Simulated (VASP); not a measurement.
# BP (F-43m) in VASP: notebook, part 2 of 2

VASP 6.6.1. The steps go on from the part before.

## (4) Single point, PBEsol (volume scaled by 0.98)

Input file INCAR:

```
ALGO = Normal
EDIFF = 1E-7
ENCUT = 520
GGA = PS
ISIF = 2
ISMEAR = -1
LASPH = T
LCHARG = F
LREAL = F
LWAVE = F
NBANDS = 11
NELM = 100
PREC = Accurate
SIGMA = 0.05
```

Input file KPOINTS:

```
k-points
0
Gamma
  10 10 10
```

Input file POSCAR:

```
BP
1.0
    0.0000000000      2.2537713532      2.2537713532
    2.2537713532      0.0000000000      2.2537713532
    2.2537713532      2.2537713532      0.0000000000
P B
1 1
Direct
    0.7500000000      0.7500000000      0.7500000000
    0.0000000000      0.0000000000      0.0000000000
```

Potentials or basis: VASP PAW PBE potentials, release 64 (P, B).

Run with:

```bash
$ cat potpaw_PBE.64/P/POTCAR potpaw_PBE.64/B/POTCAR > POTCAR
$ mpirun -np 1 vasp_std > vasp.out
```

OUTCAR:

```text
EDIFF = 1E-7
   ENCUT = 520
   GGA = PS
   ISIF = 2
   ISMEAR = -1
   LASPH = T
   LREAL = F
   NELM = 100
   PREC = Accurate

 ion  position               nearest neighbor table
   1  0.750  0.750  0.750-   2 1.95   2 1.95   2 1.95   2 1.95
   2  0.000  0.000  0.000-   1 1.95   1 1.95   1 1.95   1 1.95

  LATTYP: Found a face centered cubic cell.
 ALAT       =     4.5075427064

  Lattice vectors:

 A1 = (   0.0000000000,   2.2537713532,   2.2537713532)
 A2 = (   2.2537713532,   0.0000000000,   2.2537713532)
 A3 = (   2.2537713532,   2.2537713532,   0.0000000000)

Analysis of symmetry for initial positions (statically):
=====================================================================
 Subroutine PRICEL returns:
 Original cell was already a primitive cell.

 Routine SETGRP: Setting up the symmetry group for a
 face centered cubic supercell.

 Subroutine GETGRP returns: Found 24 space group operations
 (whereof 24 operations were pure point group operations)
 out of a pool of 48 trial point group operations.

The static configuration has the point symmetry T_d .

Analysis of symmetry for dynamics (positions and initial velocities):
[... 161 lines left out ...]
 cond. band min:       8.7506451732   @ k =   0.4000   0.4000   0.0000
 fundamental gap:      1.1047196292
 Fermi energy:         8.1792326185

 k-point     1 :       0.0000    0.0000    0.0000
  band No.  band energies     occupation
      1      -8.0337      2.00000
      2       7.6459      1.99995
      3       7.6459      1.99995
      4       7.6459      1.99995
      5      11.0333      0.00000
      6      11.0333      0.00000
      7      11.0333      0.00000
      8      15.2963      0.00000
      9      19.0284      0.00000
     10      19.8272      0.00000
     11      19.8272      0.00000
[... 309 lines left out ...]
 k-point    24 :       0.4000    0.3000    0.0000
  band No.  band energies     occupation
      1      -5.0295      2.00000
      2       1.4375      2.00000
      3       3.4810      2.00000
      4       4.0387      2.00000
      5       9.3426      0.00000
      6      11.1369      0.00000
      7      17.2306      0.00000
      8      17.2440      0.00000
      9      21.8153      0.00000
     10      23.0245      0.00000
     11      24.8576      0.00000

 [... further k-points ...]
[... 5 lines left out ...]
  --------------------------------------------------------------------------------------
  -------------------------------------------------------------------------------------
  Total        0.2210513      0.2210513      0.2210513      0.0000000      0.0000000      0.0000000
  in kB       15.4683567     15.4683567     15.4683567      0.0000000      0.0000000      0.0000000
  external PRESSURE =      15.4683567 kB  Pullay stress =       0.0000000 kB

 VOLUME and BASIS-vectors are now :
 -----------------------------------------------------------------------------
  energy-cutoff  :      520.00
  volume of cell :       22.90
      direct lattice vectors                 reciprocal lattice vectors
     0.000000000  2.253771353  2.253771353    -0.221850366  0.221850366  0.221850366
     2.253771353  0.000000000  2.253771353     0.221850366 -0.221850366  0.221850366
     2.253771353  2.253771353  0.000000000     0.221850366  0.221850366 -0.221850366

 POSITION                                       TOTAL-FORCE (eV/Angst)
 -----------------------------------------------------------------------------------
      3.38066      3.38066      3.38066        -0.000000     -0.000000     -0.000000
      0.00000      0.00000      0.00000         0.000000      0.000000      0.000000
 -----------------------------------------------------------------------------------
    total drift:                               -0.000000     -0.000000     -0.000000

  FREE ENERGIE OF THE ION-ELECTRON SYSTEM (eV)
  ---------------------------------------------------
  free  energy   TOTEN  =       -13.6725511684 eV

  energy  without entropy=      -13.6725509920  energy(sigma->0) =      -13.67255108
```

stdout:

```text
POSCAR found type information on POSCAR P B
 POSCAR found :  2 types and       2 ions
 scaLAPACK will be used
 -----------------------------------------------------------------------------
|                                                                             |
|                                                                             |
|     You enforced a specific xc type in the INCAR file but a different       |
|     I HOPE YOU KNOW WHAT YOU ARE DOING!                                     |
|                                                                             |
 -----------------------------------------------------------------------------

 LDA part: xc-table for (Slater+PW92), standard interpolation
 POSCAR, INCAR and KPOINTS ok, starting setup
 FFT: planning ... GRIDC
 FFT: planning ... GRID_SOFT
 FFT: planning ... GRID
 WAVECAR not read
 entering main loop
```

It took 3.4 s on 1 thread of Intel Xeon 6975P-C (Granite Rapids), shared host; peak memory 0.13 GiB.

Results:

```yaml
Free_energy: -13.6726 eV
Pressure: 1.5 GPa
Band_gap_on_the_k_mesh: 1.10 eV, indirect (least direct gap 3.39 eV)
```

Levels at points of the mesh, in eV from the valence-band top:
| k point | band 2 | band 3 | band 4 | band 5 | band 6 | band 7 |
| --- | --- | --- | --- | --- | --- | --- |
| (0.00, 0.00, 0.00) | 0.00 | 0.00 | 0.00 | 3.39 | 3.39 | 3.39 |
| (0.50, 0.00, 0.00) | -9.24 | -1.79 | -1.79 | 3.85 | 4.66 | 4.66 |
| (0.50, 0.50, 0.00) | -8.70 | -4.22 | -4.22 | 1.19 | 1.50 | 12.29 |

Caveat: the PAW data sets were made with another functional, which shifts forces and pressure a little. A k mesh can miss the band edges.

## (5) Single point, PBEsol (volume scaled by 1.04)

Input file INCAR:

```
SYSTEM = BP
PREC = Accurate
ENCUT = 520
EDIFF = 1E-7
ISMEAR = -1
SIGMA = 0.05
LREAL = .FALSE.
LASPH = .TRUE.
NELM = 80
ALGO = Normal
ISIF = 2
LWAVE = .FALSE.
LCHARG = .FALSE.
GGA = PS
NBANDS = 11
```

Input file KPOINTS:

```
regular mesh
0
G
  10 10 10
  0 0 0
```

Input file POSCAR:

```
BP
1.0
    0.0000000000      2.2988586873      2.2988586873
    2.2988586873      0.0000000000      2.2988586873
    2.2988586873      2.2988586873      0.0000000000
P B
1 1
Direct
    0.7500000000      0.7500000000      0.7500000000
    0.0000000000      0.0000000000      0.0000000000
```

Run with:

```bash
$ cat potpaw_PBE.64/P/POTCAR potpaw_PBE.64/B/POTCAR > POTCAR
$ mpirun -np 1 vasp_std > vasp.out
```

It took 3.7 s on 1 thread of Intel Xeon 6975P-C (Granite Rapids), shared host; peak memory 0.13 GiB.

Results (log left out):

| Quantity | Value |
| --- | --- |
| Free energy | -13.6441 eV |
| Pressure | -7.8 GPa |
| Band gap on the k mesh | 1.18 eV, indirect (least direct gap 3.30 eV) |

Levels at points of the mesh, in eV from the valence-band top:
| k point | band 2 | band 3 | band 4 | band 5 | band 6 | band 7 |
| --- | --- | --- | --- | --- | --- | --- |
| (0.00, 0.00, 0.00) | 0.00 | 0.00 | 0.00 | 3.30 | 3.30 | 3.30 |
| (0.50, 0.00, 0.00) | -8.82 | -1.72 | -1.72 | 3.50 | 4.62 | 4.62 |
| (0.50, 0.50, 0.00) | -8.40 | -4.00 | -4.00 | 1.30 | 1.55 | 11.73 |

Caveat: the PAW data sets were made with another functional, which shifts forces and pressure a little.

## (6) Single point, PBEsol (volume scaled by 1.06)

Input file INCAR:

```
ALGO = Normal
EDIFF = 1E-7
ENCUT = 520
GGA = PS
ISIF = 2
ISMEAR = -1
LASPH = T
LCHARG = F
LREAL = F
LWAVE = F
NBANDS = 11
NELM = 60
PREC = Accurate
SIGMA = 0.05
```

Input file KPOINTS:

```
k-points
0
Gamma
  10 10 10
```

Input file POSCAR:

```
BP
1.0
    0.0000000000      2.3135014941      2.3135014941
    2.3135014941      0.0000000000      2.3135014941
    2.3135014941      2.3135014941      0.0000000000
P B
1 1
Direct
    0.7500000000      0.7500000000      0.7500000000
    0.0000000000      0.0000000000      0.0000000000
```

Potentials or basis: VASP PAW PBE potentials, release 64 (P, B).

Run with:

```bash
$ cat potpaw_PBE.64/P/POTCAR potpaw_PBE.64/B/POTCAR > POTCAR
$ mpirun -np 1 vasp_std > vasp.out
```

It took 3.6 s on 1 thread of Intel Xeon 6975P-C (Granite Rapids), shared host; peak memory 0.13 GiB.

Results (log left out):

```yaml
Free_energy: -13.6179 eV
Pressure: -10.3 GPa
Band_gap_on_the_k_mesh: 1.21 eV, indirect (least direct gap 3.28 eV)
```

Levels at points of the mesh, in eV from the valence-band top:
| k point | band 2 | band 3 | band 4 | band 5 | band 6 | band 7 |
| --- | --- | --- | --- | --- | --- | --- |
| (0.00, 0.00, 0.00) | 0.00 | 0.00 | 0.00 | 3.28 | 3.28 | 3.28 |
| (0.50, 0.00, 0.00) | -8.69 | -1.69 | -1.69 | 3.39 | 4.61 | 4.61 |
| (0.50, 0.50, 0.00) | -8.30 | -3.94 | -3.94 | 1.33 | 1.57 | 11.56 |

Caveat: the PAW data sets were made with another functional, which shifts forces and pressure a little. A k mesh can miss the band edges.

## (7) Overview

```tsv
cell	gap on the mesh (eV)	pressure (GPa)
a = 3.143 Å, angles 60.0°, 2 atoms	1.05	9.4
a = 3.165 Å, angles 60.0°, 2 atoms	1.08	5.3
a = 3.187 Å, angles 60.0°, 2 atoms	1.10	1.5
a = 3.251 Å, angles 60.0°, 2 atoms	1.18	-7.8
a = 3.272 Å, angles 60.0°, 2 atoms	1.21	-10.3
```

Alike in all rows: task single point; level PBEsol; potentials or basis VASP PAW PBE potentials, release 64 (P, B); no spin polarisation; k mesh 10 × 10 × 10; cutoff (eV) 520; smearing fermi-dirac 0.05 eV.

Caveats: the PAW data sets were made with another functional, which shifts forces and pressure a little.

Total energies depend on the potentials used, so only differences within one code and one set of settings carry meaning.
